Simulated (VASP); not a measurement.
The system is As.

```
CELL_PARAMETERS angstrom
1.91415 -5.53527 -0.01124
1.75429 5.52573 0.00238
0.01227 -0.06824 4.54379
ATOMIC_POSITIONS crystal
As 0.14033 0.91525 0.06044
As 0.62100 0.39240 0.44003
As 0.89956 0.10041 0.95366
As 0.40328 0.61646 0.55770
```

* Program: VASP 6.6.1
* Task: relaxation of cell and atoms
* Functional: PBEsol
* Dispersion: D3(BJ)
* Potentials or basis: VASP PAW PBE potentials, release 64 (As)
* Cutoff: 500 eV
* k mesh: 6 × 6 × 4
* Occupations: gaussian, width 0.1 eV
* Spin: no spin polarisation

At the start: pressure -3.8 GPa; volume 23.05 Å³/atom.

**Question.** How do energy, volume and symmetry change on relaxing?

**Answer.** Over 14 steps the energy falls by 76.6 meV/atom and the volume is 20.06 Å³/atom (-12.9 %); space group P-1 (No. 2, to 0.1 Å) before, Cmce (No. 64, to 0.1 Å).

Step by step:
```csv
step,energy change (eV),largest force (eV/Å),pressure (GPa),volume (Å³)
1,0.0000,1.0137,-3.79,92.18
2,-0.1363,0.7365,2.09,85.06
3,-0.1537,0.6269,0.40,86.72
4,-0.2084,0.3487,-0.35,86.08
5,-0.2382,0.5692,-1.32,85.00
6,-0.2758,0.4777,-0.47,82.59
7,-0.2844,0.4189,0.31,80.85
8,-0.3004,0.2066,-0.22,80.48
9,-0.3005,0.2013,-0.19,80.50
10,-0.3046,0.0764,0.13,80.14
11,-0.3047,0.0663,0.19,80.08
12,-0.3059,0.0697,-0.03,80.26
13,-0.3060,0.0765,-0.10,80.32
14,-0.3065,0.0365,0.08,80.26
```

Final structure:
```
CELL_PARAMETERS angstrom
1.90718 -5.26425 -0.03355
1.86331 5.28962 0.02219
0.01156 -0.04587 4.03323
ATOMIC_POSITIONS crystal
As 0.13500 0.89179 0.04521
As 0.63285 0.39475 0.45627
As 0.90022 0.11817 0.96028
As 0.39611 0.61981 0.55007
```

Caveat: the PAW data sets were made with another functional, which shifts forces and pressure a little; the relaxation stopped at a loose force limit of 0.05 eV/Å, so its end isn't a converged minimum.
